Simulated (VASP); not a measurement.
# GePt in VASP: a series of runs

GePt is run at these levels: PBE; tasks: single point, relaxation of cell and atoms.

All numbers are computed with VASP 6.6.1; they aren't measurements. Logs are shortened: lines on timing, memory, paths and dates and some standing lists are left out, and cuts for length are marked.

**1. The cell of the first run**

The typed cell holds 2 atoms: a = 2.792 Å, b = 2.792 Å, c = 5.090 Å, α = 90.00°, β = 90.00°, γ = 120.00°.

The cell was built from a structure type or drawn by symmetry, and may not be a known phase.

**2. Single point, PBE**

INCAR

```
SYSTEM = GePt
PREC = Accurate ; ENCUT = 520
EDIFF = 1E-7 ; ISMEAR = 0
SIGMA = 0.1 ; LREAL = .FALSE.
LASPH = .TRUE. ; NELM = 60
ALGO = Normal ; ISIF = 2
LWAVE = .FALSE. ; LCHARG = .FALSE.
GGA = PE ; NBANDS = 19
```

KPOINTS

```
Automatic mesh
0
G
  6 6 4
  0 0 0
```

POSCAR

```
GePt
1.0
    1.3959297746     -2.4180293191      0.0000000000
    1.3959297746      2.4180293191      0.0000000000
    0.0000000000      0.0000000000      5.0902296259
Ge Pt
1 1
Direct
    0.5000000000      0.5000000000      0.0000000000
    0.5000000000      0.5000000000      0.5000000000
```

Potentials or basis: VASP PAW PBE potentials, release 64 (Ge_d, Pt).

Run with:

```console
$ cat potpaw_PBE.64/Ge_d/POTCAR potpaw_PBE.64/Pt/POTCAR > POTCAR
$ mpirun -np 1 vasp_std > vasp.out
```

OUTCAR:

```text
SYSTEM = GePt
   PREC = Accurate
   ENCUT = 520
   EDIFF = 1E-7
   ISMEAR = 0
   LREAL = .FALSE.
   LASPH = .TRUE.
   NELM = 60
   ISIF = 2
   GGA = PE

 ion  position               nearest neighbor table
   1  0.500  0.500  0.000-   2 2.55   2 2.55
   2  0.500  0.500  0.500-   1 2.55   1 2.55

  LATTYP: Found a base centered orthorhombic cell.
 ALAT       =     2.7918595492
 B/A-ratio  =     1.7321998306
 C/A-ratio  =     1.8232398644

  Lattice vectors:

 A1 = (   1.3959297746,  -2.4180293191,   0.0000000000)
 A2 = (   1.3959297746,   2.4180293191,   0.0000000000)
 A3 = (   0.0000000000,   0.0000000000,   5.0902296259)

Analysis of symmetry for initial positions (statically):
=====================================================================
 Subroutine PRICEL returns:
 Original cell was already a primitive cell.

 Routine SETGRP: Setting up the symmetry group for a
 base centered orthorhombic supercell.

 Subroutine GETGRP returns: Found  8 space group operations
 (whereof  8 operations were pure point group operations)
 out of a pool of  8 trial point group operations.

The static configuration has the point symmetry D_2h.

Analysis of symmetry for dynamics (positions and initial velocities):
=====================================================================
 Subroutine PRICEL returns:
 Original cell was already a primitive cell.

 Routine SETGRP: Setting up the symmetry group for a
 base centered orthorhombic supercell.

 Subroutine GETGRP returns: Found  8 space group operations
 (whereof  8 operations were pure point group operations)
 out of a pool of  8 trial point group operations.

The dynamic configuration has the point symmetry D_2h.

 Subroutine INISYM returns: Found  8 space group operations
 (whereof  8 operations are pure point group operations),
 and found     1 'primitive' translations

----------------------------------------------------------------------------------------

                                     Primitive cell

  volume of cell :      34.3631

  direct lattice vectors                    reciprocal lattice vectors
     1.395929775 -2.418029319  0.000000000     0.358184207 -0.206779958  0.000000000
     1.395929775  2.418029319  0.000000000     0.358184207  0.206779958  0.000000000
     0.000000000  0.000000000  5.090229626     0.000000000  0.000000000  0.196454792

  length of vectors
     2.792039707  2.792039707  5.090229626     0.413586602  0.413586602  0.196454792

  position of ions in fractional coordinates (direct lattice)
     0.500000000  0.500000000  0.000000000
     0.500000000  0.500000000  0.500000000

  ion indices of the primitive-cell ions
   primitive index   ion index
                 1           1
                 2           2

----------------------------------------------------------------------------------------

 KPOINTS: Automatic mesh

Automatic generation of k-mesh.
 Grid dimensions read from file:
 generate k-points for:    6    6    4

 Generating k-lattice:

  Cartesian coordinates                     Fractional coordinates (reciprocal lattice)
     0.059697368 -0.034463326  0.000000000     0.166666667  0.000000000  0.000000000
     0.059697368  0.034463326  0.000000000     0.000000000  0.166666667  0.000000000
     0.000000000  0.000000000  0.049113698     0.000000000  0.000000000  0.250000000

  Length of vectors
     0.068931100  0.068931100  0.049113698

  Shift w.r.t. Gamma in fractional coordinates (k-lattice)
     0.000000000  0.000000000  0.000000000

 Subroutine IBZKPT returns following result:
 ===========================================

 Found     39 irreducible k-points:

 Following reciprocal coordinates:
            Coordinates               Weight
  0.000000  0.000000  0.000000      1.000000
  0.166667  0.000000  0.000000      4.000000
  0.333333 -0.000000  0.000000      4.000000
  0.500000 -0.000000  0.000000      2.000000
  0.166667  0.166667  0.000000      2.000000
  0.333333  0.166667  0.000000      4.000000
[... 16 lines left out ...]
  0.333333  0.333333  0.250000      4.000000
  0.500000  0.333333  0.250000      8.000000
 [... further k-points ...]
   k-points           NKPTS =     39   k-points in BZ     NKDIM =     39   number of bands    NBANDS=     19
   number of dos      NEDOS =    301   number of ions     NIONS =      2
   total plane-waves  NPLWV =  23040
   dimension x,y,z NGX =    24 NGY =   24 NGZ =   40
   dimension x,y,z NGXF=    48 NGYF=   48 NGZF=   80
   ions per type =               1   1
   NGX,Y,Z   is equivalent  to a cutoff of  14.29, 14.29, 13.06 a.u.
   NGXF,Y,Z  is equivalent  to a cutoff of  28.58, 28.58, 26.13 a.u.
 SYSTEM =  GePt
   PREC   = accura    normal or accurate (medium, high low for compatibility)
   ISTART =      0    job   : 0-new  1-cont  2-samecut
   ICHARG =      2    charge: 1-file 2-atom 10-const
   ISPIN  =      1    spin polarized calculation?
   LNONCOLLINEAR =      F non collinear calculations
   LSORBIT =      F    spin-orbit coupling
   LASPH  =      T    aspherical Exc in radial PAW
   ENCUT  =  520.0 eV  38.22 Ry    6.18 a.u.   5.19  5.19  9.46*2*pi/ulx,y,z
   NELM   =     60;   NELMIN=  2; NELMDL= -5     # of ELM steps
   EDIFF  = 0.1E-06   stopping-criterion for ELM
   LREAL  =      F    real-space projection
   EDIFFG = 0.1E-05   stopping-criterion for IOM
   NSW    =      0    number of steps for IOM
   IBRION =     -1    ionic relax: 0-MD 1-quasi-New 2-CG
   NFREE  =      0    steps in history (QN), initial steepest desc. (CG)
   ISIF   =      2    stress and relaxation
   ISYM   =      2    0-nonsym 1-usesym 2-fastsym
   POTIM  = 0.5000    time-step for ionic-motion
   TEBEG  =    0.0;   TEEND  =   0.0 temperature during run
   PSTRESS=    0.0 pullay stress
   NELECT =      24.0000    total number of electrons
   NUPDOWN=      -1.0000    fix difference up-down
   EMIN   =  10.00;   EMAX   =-10.00  energy-range for DOS
   EFERMI =   0.00;   METHOD = LEGACY
   ISMEAR =     0;   SIGMA  =   0.10  broadening in eV -4-tet -1-fermi 0-gaus
   EFERMI_NEDOS =   21; number of points for ismear=-14 and -15
   IALGO  =     38    algorithm
   IMIX   =      4    mixing-type and parameters
     AMIX     =   0.40;   BMIX     =  1.00
     AMIX_MAG =   1.60;   BMIX_MAG =  1.00
  volume/ion in A,a.u.               =      17.18       115.95
  Fermi-wavevector in a.u.,A,eV,Ry     =   1.452494  2.744816 28.704748  2.109739
  Thomas-Fermi vector in A             =   2.569870
   LORBIT       =      0    0 simple, 1 ext, 2 COOP (PROOUT), +10 PAW based schemes
   GGA     = PE    functional components
   LHFCALC =     F    Hartree Fock is set to
   AEXX    =    0.0000 exact exchange contribution
   IVDW    =     0    specifies the selected vdW correction
   LEPSILON=     F    determine dielectric tensor
   LRPA    =     F    only Hartree local field effects (RPA)
 non-spin polarized calculation
 Gauss-broadening in eV      SIGMA  =   0.10
  energy-cutoff  :      520.00
  volume of cell :       34.36
 maximum number of plane-waves:       933
 NGX is ok and might be reduce to    24
   NGX = 11   NGY = 11   NGZ = 19

 number of electron      23.9999993 magnetization

 Free energy of the ion-electron system (eV)
  ---------------------------------------------------
  ext. energy  EPLUGINS =         0.00000000
  ---------------------------------------------------
  free energy    TOTEN  =       -10.71138430 eV

  energy without entropy =      -10.70448965  energy(sigma->0) =      -10.70793698

 E-fermi :   8.2133     XC(G=0): -12.1729

 val. band max:        8.2020300003   @ k =   0.1667   0.1667   0.0000
 cond. band min:       8.2783662492   @ k =   0.5000   0.3333   0.0000
 fundamental gap:      0.0763362489
 Fermi energy:         8.2133406602

 k-point     1 :       0.0000    0.0000    0.0000
  band No.  band energies     occupation
      1     -16.5277      2.00000
      2     -16.5276      2.00000
      3     -16.4995      2.00000
      4     -16.3672      2.00000
      5     -16.3672      2.00000
      6      -4.3609      2.00000
[... 11 lines left out ...]
     18      24.5070      0.00000
     19      24.5096      0.00000

 k-point     2 :       0.1667    0.0000    0.0000
  band No.  band energies     occupation
      1     -16.5402      2.00000
      2     -16.4894      2.00000
      3     -16.4702      2.00000
      4     -16.3889      2.00000
      5     -16.3720      2.00000
      6      -3.6589      2.00000
[... 11 lines left out ...]
     18      24.1189      0.00000
     19      25.6873      0.00000

 k-point     3 :       0.3333   -0.0000    0.0000
  band No.  band energies     occupation
      1     -16.5708      2.00000
      2     -16.4316      2.00000
      3     -16.4123      2.00000
      4     -16.4088      2.00000
      5     -16.3817      2.00000
      6      -1.6214      2.00000
[... 11 lines left out ...]
     18      20.0914      0.00000
     19      22.4800      0.00000

 k-point     4 :       0.5000   -0.0000    0.0000
  band No.  band energies     occupation
      1     -16.5867      2.00000
      2     -16.4526      2.00000
      3     -16.3865      2.00000
      4     -16.3787      2.00000
      5     -16.3733      2.00000
      6       0.6510      2.00000
[... 11 lines left out ...]
     18      19.0440      0.00000
     19      22.1040      0.00000

 k-point     5 :       0.1667    0.1667    0.0000
  band No.  band energies     occupation
      1     -16.5365      2.00000
      2     -16.4757      2.00000
      3     -16.4169      2.00000
      4     -16.4068      2.00000
      5     -16.3834      2.00000
      6      -2.2822      2.00000
[... 11 lines left out ...]
     18      22.8296      0.00000
     19      23.6729      0.00000
[... 334 lines left out ...]
      2     -16.4734      2.00000
      3     -16.4164      2.00000
      4     -16.4034      2.00000
      5     -16.3830      2.00000
      6      -2.0455      2.00000
[... 11 lines left out ...]
     18      21.1929      0.00000
     19      23.5606      0.00000

 k-point    22 :      -0.1667    0.1667    0.2500
  band No.  band energies     occupation
      1     -16.5399      2.00000
      2     -16.4894      2.00000
      3     -16.4650      2.00000
      4     -16.3885      2.00000
      5     -16.3717      2.00000
      6      -3.4109      2.00000
[... 11 lines left out ...]
     18      22.5055      0.00000
     19      25.2754      0.00000

 k-point    23 :       0.3333    0.3333    0.2500
  band No.  band energies     occupation
      1     -16.4619      2.00000
      2     -16.4619      2.00000
      3     -16.4254      2.00000
      4     -16.4254      2.00000
      5     -16.3854      2.00000
      6       2.1840      2.00000
[... 11 lines left out ...]
     18      20.2456      0.00000
     19      20.2462      0.00000

 k-point    24 :       0.5000    0.3333    0.2500
  band No.  band energies     occupation
      1     -16.5415      2.00000
      2     -16.4408      2.00000
      3     -16.4193      2.00000
      4     -16.3972      2.00000
      5     -16.3733      2.00000
      6       0.4894      2.00000
[... 11 lines left out ...]
     18      19.7246      0.00000
     19      22.7761      0.00000

 [... further k-points ...]

------------------------ aborting loop because EDIFF is reached ----------------------------------------

  FORCE on cell =-STRESS in cart. coord.  units (eV):
  Direction    XX          YY          ZZ          XY          YZ          ZX
  --------------------------------------------------------------------------------------
  -------------------------------------------------------------------------------------
  Total       -0.0357294     -0.0384377      0.0400673      0.0000000      0.0000000      0.0000000
  in kB       -1.6658785     -1.7921544      1.8681357      0.0000000      0.0000000      0.0000000
  external PRESSURE =      -0.5299657 kB  Pullay stress =       0.0000000 kB

 VOLUME and BASIS-vectors are now :
 -----------------------------------------------------------------------------
  energy-cutoff  :      520.00
  volume of cell :       34.36
      direct lattice vectors                 reciprocal lattice vectors
     1.395929775 -2.418029319  0.000000000     0.358184207 -0.206779958  0.000000000
     1.395929775  2.418029319  0.000000000     0.358184207  0.206779958  0.000000000
     0.000000000  0.000000000  5.090229626     0.000000000  0.000000000  0.196454792

 POSITION                                       TOTAL-FORCE (eV/Angst)
 -----------------------------------------------------------------------------------
      1.39593      0.00000      0.00000        -0.000000      0.000000      0.000000
      1.39593      0.00000      2.54511         0.000000     -0.000000      0.000000
 -----------------------------------------------------------------------------------
    total drift:                               -0.000000     -0.000000     -0.000000

  FREE ENERGIE OF THE ION-ELECTRON SYSTEM (eV)
  ---------------------------------------------------
  free  energy   TOTEN  =       -10.7113843000 eV

  energy  without entropy=      -10.7044896533  energy(sigma->0) =      -10.70793698
```

It took 11 s on 1 thread of Intel Xeon 6975P-C (Granite Rapids), shared host; peak memory 0.17 GiB.

Results:

| Item | Value |
| --- | --- |
| Free energy | -10.7114 eV |
| Pressure | -0.1 GPa |
| Band gap on the k mesh | zero (bands 12 and 13 overlap by 1.67 eV) |

Levels at points of the mesh, in eV from the Fermi level:
```csv
k point,band 10,band 11,band 12,band 13,band 14,band 15
"(0.00, 0.00, 0.00)",-2.75,-1.39,-0.90,-0.90,10.20,10.20
"(0.50, 0.00, 0.00)",-1.54,-0.13,0.65,0.77,3.06,5.63
"(0.50, 0.50, 0.00)",-1.54,-0.13,0.64,0.77,3.06,5.63
"(0.00, 0.00, 0.50)",-2.75,-0.96,-0.96,4.57,6.35,10.82
"(0.50, 0.00, 0.50)",-1.94,-1.67,0.64,0.92,3.69,6.40
"(0.50, 0.50, 0.50)",-1.94,-1.67,0.64,0.92,3.69,6.40
```

Caveat: the k points lie up to 0.43 Å⁻¹ apart, too coarse for converged energies and pressures of a metal; spin-orbit coupling is left out, which moves the levels of the heavy elements.

[end of part 1 of 3]
